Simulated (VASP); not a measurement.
# ReB (P4/mmm) in VASP: single point with PBE

Aim: the single point of ReB with PBE.

Everything below comes from runs of VASP 6.6.1. Logs are shortened: lines on timing, memory, paths and dates and some standing lists are left out, and cuts for length are marked.

### Step 1. The cell of the first run

Symmetry: P4/mmm, No. 123, tetragonal system. The conventional cell has a = 2.818 Å, b = 2.818 Å, c = 5.921 Å, α = 90.00°, β = 90.00°, γ = 90.00°. Within 2.9 Å of Re (site symmetry 4mm) lie 4 B at 2.21 Å and 5 Re at 2.51 to 2.82 Å. B (site symmetry mmm) has 4 B at 1.99 Å and 4 Re at 2.21 Å within 2.6 Å.

The cell was generated, and may not be a known phase.

### Step 2. Single point, PBE

Contents of INCAR:

```
SYSTEM = ReB
PREC = Accurate
ENCUT = 1230
EDIFF = 1E-6
ISMEAR = 0
SIGMA = 0.1
LREAL = .FALSE.
LASPH = .TRUE.
NELM = 120
ALGO = Normal
ISIF = 2
LWAVE = .FALSE.
LCHARG = .FALSE.
GGA = PE
NBANDS = 26
GGA_COMPAT = .FALSE.
```

Contents of KPOINTS:

```
regular mesh
0
G
  6 6 4
  0 0 0
```

Contents of POSCAR:

```
ReB
1.0
    2.8181008814      0.0000000000      0.0000000000
    0.0000000000      2.8181008814      0.0000000000
    0.0000000000      0.0000000000      5.9210614863
Re B
2 2
Direct
    0.5000000000      0.5000000000      0.2121399233
    0.5000000000      0.5000000000      0.7878600767
    0.0000000000      0.5000000000      0.5000000000
    0.5000000000      0.0000000000      0.5000000000
```

Potentials or basis: VASP PAW PBE potentials, release 64 (Re_sv_GW, B_h).

Run with:

```console
cat potpaw_PBE.64/Re_sv_GW/POTCAR potpaw_PBE.64/B_h/POTCAR > POTCAR
mpirun -np 1 vasp_std > vasp.out
```

OUTCAR:

```text
SYSTEM = ReB
   PREC = Accurate
   ENCUT = 1230
   EDIFF = 1E-6
   ISMEAR = 0
   LREAL = .FALSE.
   LASPH = .TRUE.
   NELM = 120
   ISIF = 2
   GGA = PE

 ion  position               nearest neighbor table
   1  0.500  0.500  0.212-   3 2.21   4 2.21   4 2.21   3 2.21   2 2.51
   2  0.500  0.500  0.788-   3 2.21   4 2.21   4 2.21   3 2.21   1 2.51
   3  0.000  0.500  0.500-   1 2.21   2 2.21   1 2.21   2 2.21
   4  0.500  0.000  0.500-   1 2.21   2 2.21   1 2.21   2 2.21

  LATTYP: Found a simple tetragonal cell.
 ALAT       =     2.8181008814
 C/A-ratio  =     2.1010821598

  Lattice vectors:

 A1 = (   2.8181008814,   0.0000000000,   0.0000000000)
 A2 = (   0.0000000000,   2.8181008814,   0.0000000000)
 A3 = (   0.0000000000,   0.0000000000,   5.9210614863)

Analysis of symmetry for initial positions (statically):
=====================================================================
 Subroutine PRICEL returns:
 Original cell was already a primitive cell.

 Routine SETGRP: Setting up the symmetry group for a
 simple tetragonal supercell.

 Subroutine GETGRP returns: Found 16 space group operations
 (whereof 16 operations were pure point group operations)
 out of a pool of 16 trial point group operations.

The static configuration has the point symmetry D_4h.

Analysis of symmetry for dynamics (positions and initial velocities):
=====================================================================
 Subroutine PRICEL returns:
 Original cell was already a primitive cell.

 Routine SETGRP: Setting up the symmetry group for a
 simple tetragonal supercell.

 Subroutine GETGRP returns: Found 16 space group operations
 (whereof 16 operations were pure point group operations)
 out of a pool of 16 trial point group operations.

The dynamic configuration has the point symmetry D_4h.

 Subroutine INISYM returns: Found 16 space group operations
 (whereof 16 operations are pure point group operations),
 and found     1 'primitive' translations

----------------------------------------------------------------------------------------

                                     Primitive cell

  volume of cell :      47.0233

  direct lattice vectors                    reciprocal lattice vectors
     2.818100881  0.000000000  0.000000000     0.354848901  0.000000000  0.000000000
     0.000000000  2.818100881  0.000000000     0.000000000  0.354848901  0.000000000
     0.000000000  0.000000000  5.921061486     0.000000000  0.000000000  0.168888636

  length of vectors
     2.818100881  2.818100881  5.921061486     0.354848901  0.354848901  0.168888636

  position of ions in fractional coordinates (direct lattice)
     0.500000000  0.500000000  0.212139923
     0.500000000  0.500000000  0.787860077
     0.000000000  0.500000000  0.500000000
     0.500000000  0.000000000  0.500000000

  ion indices of the primitive-cell ions
   primitive index   ion index
                 1           1
                 2           2
                 3           3
                 4           4

----------------------------------------------------------------------------------------

 KPOINTS: regular mesh

Automatic generation of k-mesh.
 Grid dimensions read from file:
 generate k-points for:    6    6    4

 Generating k-lattice:

  Cartesian coordinates                     Fractional coordinates (reciprocal lattice)
     0.059141483  0.000000000  0.000000000     0.166666667  0.000000000  0.000000000
     0.000000000  0.059141483  0.000000000     0.000000000  0.166666667  0.000000000
     0.000000000  0.000000000  0.042222159     0.000000000  0.000000000  0.250000000

  Length of vectors
     0.059141483  0.059141483  0.042222159

  Shift w.r.t. Gamma in fractional coordinates (k-lattice)
     0.000000000  0.000000000  0.000000000

 Subroutine IBZKPT returns following result:
 ===========================================

 Found     30 irreducible k-points:

 Following reciprocal coordinates:
            Coordinates               Weight
  0.000000  0.000000  0.000000      1.000000
  0.166667  0.000000  0.000000      4.000000
  0.333333  0.000000  0.000000      4.000000
  0.500000  0.000000  0.000000      2.000000
  0.166667  0.166667  0.000000      4.000000
  0.333333  0.166667  0.000000      8.000000
[... 16 lines left out ...]
  0.333333  0.000000  0.500000      4.000000
  0.500000  0.000000  0.500000      2.000000
 [... further k-points ...]
   k-points           NKPTS =     30   k-points in BZ     NKDIM =     30   number of bands    NBANDS=     26
   number of dos      NEDOS =    301   number of ions     NIONS =      4
   total plane-waves  NPLWV =  71680
   dimension x,y,z NGX =    32 NGY =   32 NGZ =   70
   dimension x,y,z NGXF=    64 NGYF=   64 NGZF=  140
   ions per type =               2   2
   NGX,Y,Z   is equivalent  to a cutoff of  18.88, 18.88, 19.65 a.u.
   NGXF,Y,Z  is equivalent  to a cutoff of  37.76, 37.76, 39.31 a.u.
 SYSTEM =  ReB
   PREC   = accura    normal or accurate (medium, high low for compatibility)
   ISTART =      0    job   : 0-new  1-cont  2-samecut
   ICHARG =      2    charge: 1-file 2-atom 10-const
   ISPIN  =      1    spin polarized calculation?
   LNONCOLLINEAR =      F non collinear calculations
   LSORBIT =      F    spin-orbit coupling
   LASPH  =      T    aspherical Exc in radial PAW
   ENCUT  = 1230.0 eV  90.40 Ry    9.51 a.u.   8.06  8.06 16.93*2*pi/ulx,y,z
   NELM   =    120;   NELMIN=  2; NELMDL= -5     # of ELM steps
   EDIFF  = 0.1E-05   stopping-criterion for ELM
   LREAL  =      F    real-space projection
   EDIFFG = 0.1E-04   stopping-criterion for IOM
   NSW    =      0    number of steps for IOM
   IBRION =     -1    ionic relax: 0-MD 1-quasi-New 2-CG
   NFREE  =      0    steps in history (QN), initial steepest desc. (CG)
   ISIF   =      2    stress and relaxation
   ISYM   =      2    0-nonsym 1-usesym 2-fastsym
   POTIM  = 0.5000    time-step for ionic-motion
   TEBEG  =    0.0;   TEEND  =   0.0 temperature during run
   PSTRESS=    0.0 pullay stress
   NELECT =      36.0000    total number of electrons
   NUPDOWN=      -1.0000    fix difference up-down
   EMIN   =  10.00;   EMAX   =-10.00  energy-range for DOS
   EFERMI =   0.00;   METHOD = LEGACY
   ISMEAR =     0;   SIGMA  =   0.10  broadening in eV -4-tet -1-fermi 0-gaus
   EFERMI_NEDOS =   21; number of points for ismear=-14 and -15
   IALGO  =     38    algorithm
   IMIX   =      4    mixing-type and parameters
     AMIX     =   0.40;   BMIX     =  1.00
     AMIX_MAG =   1.60;   BMIX_MAG =  1.00
  volume/ion in A,a.u.               =      11.76        79.33
  Fermi-wavevector in a.u.,A,eV,Ry     =   1.497631  2.830112 30.516483  2.242898
  Thomas-Fermi vector in A             =   2.609494
   LORBIT       =      0    0 simple, 1 ext, 2 COOP (PROOUT), +10 PAW based schemes
   GGA     = PE    functional components
   LHFCALC =     F    Hartree Fock is set to
   AEXX    =    0.0000 exact exchange contribution
   IVDW    =     0    specifies the selected vdW correction
   LEPSILON=     F    determine dielectric tensor
   LRPA    =     F    only Hartree local field effects (RPA)
 non-spin polarized calculation
 Gauss-broadening in eV      SIGMA  =   0.10
  energy-cutoff  :     1230.00
  volume of cell :       47.02
 maximum number of plane-waves:      4656
   NGX = 17   NGY = 17   NGZ = 33

 number of electron      35.9999999 magnetization

 Free energy of the ion-electron system (eV)
  ---------------------------------------------------
  ext. energy  EPLUGINS =         0.00000000
  ---------------------------------------------------
  free energy    TOTEN  =       -39.07744470 eV

  energy without entropy =      -39.06915510  energy(sigma->0) =      -39.07329990

 E-fermi :  10.6819     XC(G=0): -13.0020

 val. band max:       10.6078053088   @ k =   0.5000   0.0000   0.2500
 cond. band min:      10.7442705312   @ k =   0.3333   0.1667   0.0000
 fundamental gap:      0.1364652224
 Fermi energy:        10.6818831446

 k-point     1 :       0.0000    0.0000    0.0000
  band No.  band energies     occupation
      1     -69.4865      2.00000
      2     -69.4263      2.00000
      3     -31.7977      2.00000
      4     -31.0754      2.00000
      5     -31.0754      2.00000
      6     -31.0293      2.00000
[... 18 lines left out ...]
     25      18.8325      0.00000
     26      20.6422      0.00000

 k-point     2 :       0.1667    0.0000    0.0000
  band No.  band energies     occupation
      1     -69.4794      2.00000
      2     -69.4192      2.00000
      3     -31.7814      2.00000
      4     -31.2098      2.00000
      5     -31.1291      2.00000
      6     -31.0644      2.00000
[... 18 lines left out ...]
     25      19.1445      0.00000
     26      20.9028      0.00000

 k-point     3 :       0.3333    0.0000    0.0000
  band No.  band energies     occupation
      1     -69.4651      2.00000
      2     -69.4052      2.00000
      3     -31.7485      2.00000
      4     -31.4714      2.00000
      5     -31.3818      2.00000
      6     -31.0423      2.00000
[... 18 lines left out ...]
     25      17.9752      0.00000
     26      18.9320      0.00000

 k-point     4 :       0.5000    0.0000    0.0000
  band No.  band energies     occupation
      1     -69.4579      2.00000
      2     -69.3982      2.00000
      3     -31.7319      2.00000
      4     -31.5990      2.00000
      5     -31.5051      2.00000
      6     -31.0313      2.00000
[... 18 lines left out ...]
     25      15.8853      0.00000
     26      16.3396      0.00000
[... 496 lines left out ...]
      1     -69.4783      2.00000
      2     -69.4204      2.00000
      3     -31.7309      2.00000
      4     -31.2048      2.00000
      5     -31.1350      2.00000
      6     -31.0703      2.00000
[... 18 lines left out ...]
     25      18.3882      0.00000
     26      19.0909      0.00000

 k-point    23 :       0.3333    0.0000    0.5000
  band No.  band energies     occupation
      1     -69.4639      2.00000
      2     -69.4064      2.00000
      3     -31.6981      2.00000
      4     -31.4667      2.00000
      5     -31.3867      2.00000
      6     -31.0447      2.00000
[... 18 lines left out ...]
     25      17.9279      0.00000
     26      19.0539      0.00000

 k-point    24 :       0.5000    0.0000    0.5000
  band No.  band energies     occupation
      1     -69.4568      2.00000
      2     -69.3993      2.00000
      3     -31.6815      2.00000
      4     -31.5943      2.00000
      5     -31.5099      2.00000
      6     -31.0314      2.00000
[... 18 lines left out ...]
     25      16.0844      0.00000
     26      18.1844      0.00000

 [... further k-points ...]

------------------------ aborting loop because EDIFF is reached ----------------------------------------

  FORCE on cell =-STRESS in cart. coord.  units (eV):
  Direction    XX          YY          ZZ          XY          YZ          ZX
  --------------------------------------------------------------------------------------
  -------------------------------------------------------------------------------------
  Total       -0.1322310     -0.1322310     -0.1174362      0.0000000      0.0000000      0.0000000
  in kB       -4.5053777     -4.5053777     -4.0012885      0.0000000      0.0000000      0.0000000
  external PRESSURE =      -4.3373479 kB  Pullay stress =       0.0000000 kB

 VOLUME and BASIS-vectors are now :
 -----------------------------------------------------------------------------
  energy-cutoff  :     1230.00
  volume of cell :       47.02
      direct lattice vectors                 reciprocal lattice vectors
     2.818100881  0.000000000  0.000000000     0.354848901  0.000000000  0.000000000
     0.000000000  2.818100881  0.000000000     0.000000000  0.354848901  0.000000000
     0.000000000  0.000000000  5.921061486     0.000000000  0.000000000  0.168888636

 POSITION                                       TOTAL-FORCE (eV/Angst)
 -----------------------------------------------------------------------------------
      1.40905      1.40905      1.25609        -0.000000      0.000000     -0.037695
      1.40905      1.40905      4.66497         0.000000      0.000000      0.037695
      0.00000      1.40905      2.96053        -0.000000     -0.000000      0.000000
      1.40905      0.00000      2.96053        -0.000000     -0.000000      0.000000
 -----------------------------------------------------------------------------------
    total drift:                                0.000000     -0.000000     -0.000000

  FREE ENERGIE OF THE ION-ELECTRON SYSTEM (eV)
  ---------------------------------------------------
  free  energy   TOTEN  =       -39.0774447039 eV

  energy  without entropy=      -39.0691550981  energy(sigma->0) =      -39.07329990
```

Run time: 57 s. Hardware: 1 thread of AMD EPYC 9R45 (Zen 5), shared host; peak memory 0.31 GiB.

What came out:

```yaml
Free_energy: -39.0774 eV
Pressure: -0.4 GPa
Largest_force: 0.038 eV/Å
Band_gap_on_the_k_mesh: zero (bands 18 and 19 overlap by 1.99 eV)
```

Forces on the atoms (eV/Å):
```
Re   0.000  0.000 -0.038
Re   0.000  0.000  0.038
B    0.000  0.000  0.000
B    0.000  0.000  0.000
```

Caveat: the k points lie up to 0.37 Å⁻¹ apart, too coarse for converged energies and pressures of a metal; spin-orbit coupling is left out, which moves the levels of the heavy elements.

The gap in the log of VASP goes by the Fermi energy; the results here count the filled bands.